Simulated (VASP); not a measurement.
# Si3S2 (P1) in VASP: relaxation of cell and atoms with PBE

Aim: the relaxation of cell and atoms of Si3S2 with PBE.

Program: VASP 6.6.1. These are calculated values, not measurements. Logs are shortened: lines on timing, memory, paths and dates and some standing lists are left out, and cuts for length are marked.

### 1 The cell of the first run

The typed cell holds 5 atoms: a = 4.244 Å, b = 4.379 Å, c = 5.340 Å, α = 89.53°, β = 90.23°, γ = 121.13°.

### 2 Relaxation of cell and atoms, PBE

Input file INCAR:

```
SYSTEM = Si3S2
PREC = Accurate ; ENCUT = 600
EDIFF = 1E-7 ; ISMEAR = 0
SIGMA = 0.1 ; LREAL = .FALSE.
LASPH = .TRUE. ; NELM = 60
ALGO = Normal ; ISIF = 3
LWAVE = .FALSE. ; LCHARG = .FALSE.
GGA = PE ; IBRION = 2
NSW = 100 ; EDIFFG = -0.015
```

Input file KPOINTS:

```
regular mesh
0
G
  6 6 4
  0 0 0
```

Input file POSCAR:

```
Si3S2
1.0
    4.2428011749     -0.0811550610     -0.0082054058
   -2.1916829319      3.7905774976      0.0175102530
   -0.0106081870      0.0200151984      5.3397871231
Si S
3 2
Direct
    0.0119341241     -0.0022339026     -0.0003819796
    0.3538508852      0.6862539986      0.7712201852
    0.6254756316      0.2935357198      0.2030960288
    0.3796821316      0.6993223661      0.3478214850
    0.6290572275      0.3231218181      0.6782442805
```

Potentials or basis: VASP PAW PBE potentials, release 64 (Si, S).

On the command line:

```sh
> cat potpaw_PBE.64/Si/POTCAR potpaw_PBE.64/S/POTCAR > POTCAR
> mpirun -np 1 vasp_std > vasp.out
```

OUTCAR:

```text
SYSTEM = Si3S2
   PREC = Accurate
   ENCUT = 600
   EDIFF = 1E-7
   ISMEAR = 0
   LREAL = .FALSE.
   LASPH = .TRUE.
   NELM = 60
   ISIF = 3
   GGA = PE
   IBRION = 2
   NSW = 100
   EDIFFG = -0.015

 ion  position               nearest neighbor table
   1  0.012  0.998  1.000-   3 2.48   2 2.68   2 2.75   3 2.79   5 2.82   3 2.85   2 2.85   4 2.96

   2  0.354  0.686  0.771-   4 2.26   5 2.45   5 2.47   5 2.68   1 2.68   1 2.75   1 2.85
   3  0.625  0.294  0.203-   4 2.37   1 2.48   5 2.54   4 2.61   1 2.79   5 2.80   1 2.85   4 2.85

   4  0.380  0.699  0.348-   2 2.26   3 2.37   3 2.61   3 2.85   1 2.96
   5  0.629  0.323  0.678-   2 2.45   2 2.47   3 2.54   2 2.68   3 2.80   1 2.82

  LATTYP: Found a triclinic cell.
 ALAT       =     4.3786137587
 B/A-ratio  =     0.9691618000
 C/A-ratio  =     1.2195264223
 COS(alpha) =     0.0039915138
 COS(beta)  =     0.0082382850
 COS(gamma) =     0.5170137529

  Lattice vectors:

 A1 = (  -2.1916829319,   3.7905774976,   0.0175102530)
 A2 = (  -4.2428011749,   0.0811550610,   0.0082054058)
 A3 = (  -0.0106081870,   0.0200151984,   5.3397871231)

Analysis of symmetry for initial positions (statically):
=====================================================================
 Subroutine PRICEL returns:
 Original cell was already a primitive cell.

 Routine SETGRP: Setting up the symmetry group for a
 triclinic supercell.

 Subroutine GETGRP returns: Found  1 space group operations
 (whereof  1 operations were pure point group operations)
 out of a pool of  2 trial point group operations.

The static configuration has the point symmetry C_1 .

Analysis of symmetry for dynamics (positions and initial velocities):
=====================================================================
 Subroutine PRICEL returns:
 Original cell was already a primitive cell.

 Routine SETGRP: Setting up the symmetry group for a
 triclinic supercell.

 Subroutine GETGRP returns: Found  1 space group operations
 (whereof  1 operations were pure point group operations)
 out of a pool of  2 trial point group operations.

The dynamic configuration has the point symmetry C_1 .

 Subroutine INISYM returns: Found  1 space group operations
 (whereof  1 operations are pure point group operations),
 and found     1 'primitive' translations

----------------------------------------------------------------------------------------

                                     Primitive cell

  volume of cell :      84.9268

  direct lattice vectors                    reciprocal lattice vectors
     4.242801175 -0.081155061 -0.008205406     0.238329064  0.137800242 -0.000043047
    -2.191682932  3.790577498  0.017510253     0.005100704  0.266765805 -0.000989789
    -0.010608187  0.020015198  5.339787123     0.000349503 -0.000663028  0.187276563

  length of vectors
     4.243585192  4.378613759  5.339835172     0.275299203  0.266816401  0.187278063

  position of ions in fractional coordinates (direct lattice)
     0.011934124  0.997766097  0.999618020
     0.353850885  0.686253999  0.771220185
     0.625475632  0.293535720  0.203096029
     0.379682132  0.699322366  0.347821485
     0.629057227  0.323121818  0.678244281

  ion indices of the primitive-cell ions
   primitive index   ion index
                 1           1
                 2           2
                 3           3
                 4           4
                 5           5

----------------------------------------------------------------------------------------

 KPOINTS: regular mesh

Automatic generation of k-mesh.
 Grid dimensions read from file:
 generate k-points for:    6    6    4

 Generating k-lattice:

  Cartesian coordinates                     Fractional coordinates (reciprocal lattice)
     0.039721511  0.022966707 -0.000007174     0.166666667 -0.000000000 -0.000000000
     0.000850117  0.044460968 -0.000164965    -0.000000000  0.166666667 -0.000000000
     0.000087376 -0.000165757  0.046819141     0.000000000 -0.000000000  0.250000000

  Length of vectors
     0.045883201  0.044469400  0.046819516

  Shift w.r.t. Gamma in fractional coordinates (k-lattice)
     0.000000000  0.000000000  0.000000000

 Subroutine IBZKPT returns following result:
 ===========================================

 Found     76 irreducible k-points:

 Following reciprocal coordinates:
            Coordinates               Weight
  0.000000  0.000000  0.000000      1.000000
  0.166667 -0.000000  0.000000      2.000000
  0.333333 -0.000000  0.000000      2.000000
  0.500000 -0.000000  0.000000      1.000000
 -0.000000  0.166667  0.000000      2.000000
  0.166667  0.166667  0.000000      2.000000
[... 16 lines left out ...]
  0.333333 -0.000000  0.250000      2.000000
  0.500000 -0.000000  0.250000      2.000000
 [... further k-points ...]
   k-points           NKPTS =     76   k-points in BZ     NKDIM =     76   number of bands    NBANDS=     16
   number of dos      NEDOS =    301   number of ions     NIONS =      5
   total plane-waves  NPLWV =  62208
   dimension x,y,z NGX =    36 NGY =   36 NGZ =   48
   dimension x,y,z NGXF=    72 NGYF=   72 NGZF=   96
   ions per type =               3   2
   NGX,Y,Z   is equivalent  to a cutoff of  14.10, 13.67, 14.94 a.u.
   NGXF,Y,Z  is equivalent  to a cutoff of  28.21, 27.34, 29.89 a.u.
 SYSTEM =  Si3S2
   PREC   = accura    normal or accurate (medium, high low for compatibility)
   ISTART =      0    job   : 0-new  1-cont  2-samecut
   ICHARG =      2    charge: 1-file 2-atom 10-const
   ISPIN  =      1    spin polarized calculation?
   LNONCOLLINEAR =      F non collinear calculations
   LSORBIT =      F    spin-orbit coupling
   LASPH  =      T    aspherical Exc in radial PAW
   ENCUT  =  600.0 eV  44.10 Ry    6.64 a.u.   8.48  8.75 10.66*2*pi/ulx,y,z
   NELM   =     60;   NELMIN=  2; NELMDL= -5     # of ELM steps
   EDIFF  = 0.1E-06   stopping-criterion for ELM
   LREAL  =      F    real-space projection
   EDIFFG = -.1E-01   stopping-criterion for IOM
   NSW    =    100    number of steps for IOM
   IBRION =      2    ionic relax: 0-MD 1-quasi-New 2-CG
   NFREE  =      1    steps in history (QN), initial steepest desc. (CG)
   ISIF   =      3    stress and relaxation
   ISYM   =      2    0-nonsym 1-usesym 2-fastsym
   POTIM  = 0.5000    time-step for ionic-motion
   TEBEG  =    0.0;   TEEND  =   0.0 temperature during run
   PSTRESS=    0.0 pullay stress
   NELECT =      24.0000    total number of electrons
   NUPDOWN=      -1.0000    fix difference up-down
   EMIN   =  10.00;   EMAX   =-10.00  energy-range for DOS
   EFERMI =   0.00;   METHOD = LEGACY
   ISMEAR =     0;   SIGMA  =   0.10  broadening in eV -4-tet -1-fermi 0-gaus
   EFERMI_NEDOS =   21; number of points for ismear=-14 and -15
   IALGO  =     38    algorithm
   IMIX   =      4    mixing-type and parameters
     AMIX     =   0.40;   BMIX     =  1.00
     AMIX_MAG =   1.60;   BMIX_MAG =  1.00
  volume/ion in A,a.u.               =      16.99       114.62
  Fermi-wavevector in a.u.,A,eV,Ry     =   1.074312  2.030155 15.703105  1.154146
  Thomas-Fermi vector in A             =   2.210136
   LORBIT       =      0    0 simple, 1 ext, 2 COOP (PROOUT), +10 PAW based schemes
   GGA     = PE    functional components
   LHFCALC =     F    Hartree Fock is set to
   AEXX    =    0.0000 exact exchange contribution
   IVDW    =     0    specifies the selected vdW correction
   LEPSILON=     F    determine dielectric tensor
   LRPA    =     F    only Hartree local field effects (RPA)
 conjugate gradient relaxation of ions
 non-spin polarized calculation
 Gauss-broadening in eV      SIGMA  =   0.10
  energy-cutoff  :      600.00
  volume of cell :       84.93
 maximum number of plane-waves:      2858
 NGX is ok and might be reduce to    36
   NGX = 17   NGY = 17   NGZ = 21

--------------------------------------- Ionic step        1  -------------------------------------------

 number of electron      24.0000001 magnetization

 Free energy of the ion-electron system (eV)
  ---------------------------------------------------
  ext. energy  EPLUGINS =         0.00000000
  ---------------------------------------------------
  free energy    TOTEN  =       -22.30973457 eV

  energy without entropy =      -22.29669738  energy(sigma->0) =      -22.30321598

------------------------ aborting loop because EDIFF is reached ----------------------------------------

  FORCE on cell =-STRESS in cart. coord.  units (eV):
  Direction    XX          YY          ZZ          XY          YZ          ZX
  --------------------------------------------------------------------------------------
  -------------------------------------------------------------------------------------
  Total        0.1231025      1.1835981      1.5282782     -0.8475067      1.0398689      1.9407022
  in kB        2.3223769     22.3290391     28.8315651    -15.9885447     19.6175329     36.6121044
  external PRESSURE =      17.8276604 kB  Pullay stress =       0.0000000 kB
[... 98 lines left out ...]
  FREE ENERGIE OF THE ION-ELECTRON SYSTEM (eV)
  ---------------------------------------------------
  free  energy   TOTEN  =       -22.7089985327 eV

  energy  without entropy=      -22.6996651476  energy(sigma->0) =      -22.70433184

 E-fermi :   6.8256     XC(G=0): -10.0178

 val. band max:        6.7410994473   @ k =  -0.3333  -0.1667   0.2500
 cond. band min:       6.8593196654   @ k =   0.3333   0.1667   0.5000
 fundamental gap:      0.1182202181
 Fermi energy:         6.8256329361

 k-point     1 :       0.0000    0.0000    0.0000
  band No.  band energies     occupation
      1      -8.9558      2.00000
      2      -6.1270      2.00000
      3      -2.4715      2.00000
      4      -1.4001      2.00000
      5       0.1982      2.00000
      6       1.9151      2.00000
[... 8 lines left out ...]
     15       8.4024      0.00000
     16       9.7961      0.00000
[... 422 lines left out ...]
      2      -6.3235      2.00000
      3      -2.3250      2.00000
      4      -1.8597      2.00000
      5      -0.3201      2.00000
      6       0.5481      2.00000
[... 8 lines left out ...]
     15      10.5053      0.00000
     16      11.1382      0.00000

 [... further k-points ...]

[... ionic steps 4 to 85 ...]

--------------------------------------- Ionic step       86  -------------------------------------------

 number of electron      24.0000000 magnetization

------------------------ aborting loop because EDIFF is reached ----------------------------------------

  FORCE on cell =-STRESS in cart. coord.  units (eV):
  Direction    XX          YY          ZZ          XY          YZ          ZX
  --------------------------------------------------------------------------------------
  -------------------------------------------------------------------------------------
  Total        0.0056931      0.0049689      0.0011347     -0.0059322     -0.0017808      0.0060694
  in kB        0.0908919      0.0793299      0.0181166     -0.0947093     -0.0284304      0.0969006
  external PRESSURE =       0.0627795 kB  Pullay stress =       0.0000000 kB
[... 63 lines left out ...]
  energy  without entropy=      -24.5946509884  energy(sigma->0) =      -24.59520675

--------------------------------------- Ionic step       88  -------------------------------------------

 number of electron      24.0000000 magnetization

 Free energy of the ion-electron system (eV)
  ---------------------------------------------------
  ext. energy  EPLUGINS =         0.00000000
  ---------------------------------------------------
  free energy    TOTEN  =       -24.59583250 eV

  energy without entropy =      -24.59472999  energy(sigma->0) =      -24.59528124

 E-fermi :   6.0371     XC(G=0):  -9.4903

 val. band max:        5.9715226492   @ k =  -0.1667  -0.3333   0.2500
 cond. band min:       6.0978968656   @ k =   0.0000   0.5000   0.5000
 fundamental gap:      0.1263742164
 Fermi energy:         6.0370523201

 k-point     1 :       0.0000    0.0000    0.0000
  band No.  band energies     occupation
      1      -9.5666      2.00000
      2      -7.3711      2.00000
      3      -3.3250      2.00000
      4      -2.5925      2.00000
      5      -0.8859      2.00000
      6      -0.1889      2.00000
[... 8 lines left out ...]
     15       8.7161      0.00000
     16       9.0552      0.00000
[... 469 lines left out ...]
  FREE ENERGIE OF THE ION-ELECTRON SYSTEM (eV)
  ---------------------------------------------------
  free  energy   TOTEN  =       -24.5958324974 eV

  energy  without entropy=      -24.5947299901  energy(sigma->0) =      -24.59528124

 reached required accuracy - stopping structural energy minimisation
```

Wall time 1.7 h (1 thread of Intel Xeon Platinum 8259CL at 2.50GHz (Skylake/Cascade Lake), shared host); peak memory 0.32 GiB.

Results:

```
Free energy                           : -24.5958 eV
Relaxed volume                        : 20.07 Å³/atom
Relaxed cell                          : a = 3.922 Å, b = 5.281 Å, c = 5.322 Å, α = 102.23°, β = 89.87°, γ = 110.86°
Space group after relaxing (to 0.1 Å) : P1 (No. 1)
Energy gained by relaxing             : 457.2 meV/atom
Ionic steps                           : 88
Pressure after relaxing               : 0.0 GPa
Largest force after relaxing          : 0.013 eV/Å
Band gap on the k mesh                : 0.13 eV (least direct gap 0.43 eV)
```

Forces on the atoms (eV/Å):
```
Si   0.004 -0.009 -0.001
Si   0.002 -0.003  0.013
Si   0.006  0.004 -0.004
S    0.000  0.004 -0.009
S   -0.012  0.003  0.001
```

The path:
```tsv
step	energy change (eV)	largest force (eV/Å)	pressure (GPa)	volume (Å³)
1	0.0000	0.8874	1.78	84.93
4	-0.5413	0.5631	-1.07	88.95
7	-0.7088	0.3428	0.83	86.38
10	-0.8235	0.5631	-0.18	90.17
13	-0.9109	0.7191	2.16	91.08
16	-1.1049	1.2758	2.22	94.30
19	-1.2263	1.9653	2.38	97.32
22	-1.3702	1.9167	0.99	101.89
25	-1.7978	1.3796	-4.10	104.47
28	-2.0621	0.8161	1.15	96.11
31	-2.1470	0.2975	-0.05	97.95
34	-2.1898	0.2653	-0.06	98.48
37	-2.2013	0.0934	-0.09	98.26
40	-2.2038	0.0674	0.10	98.15
43	-2.2060	0.0437	-0.06	98.70
46	-2.2072	0.0491	0.12	98.82
49	-2.2085	0.0521	-0.04	99.25
52	-2.2103	0.1093	-0.18	99.85
55	-2.2119	0.1966	0.32	99.66
58	-2.2157	0.1286	-0.07	99.97
61	-2.2182	0.1556	-0.21	100.11
64	-2.2344	0.2527	0.01	99.59
67	-2.2525	0.2728	-0.52	99.64
70	-2.2672	0.1362	0.01	98.80
73	-2.2749	0.1519	0.30	98.58
76	-2.2817	0.0898	0.03	99.37
79	-2.2844	0.0653	0.01	99.96
82	-2.2857	0.0353	-0.09	100.45
85	-2.2859	0.0277	0.02	100.35
88	-2.2861	0.0131	0.01	100.33
```

Final structure:
```
Si S
1.0
     3.92162   -0.04124    0.03389
    -1.82326    4.91926   -0.60104
    -0.03990   -0.57833    5.29008
Si S
3 2
Cartesian
  0.4429 -0.5139 5.0194
  0.5715 3.2962 3.4921
  2.0399 0.7248 1.5394
  0.5235 3.4641 1.3407
  0.4993 1.0498 3.3444
```

Caveat: the volume moved by over 15 % at a fixed basis, so the end points are rough; semilocal functionals underestimate gaps, and a narrow one can read as zero.
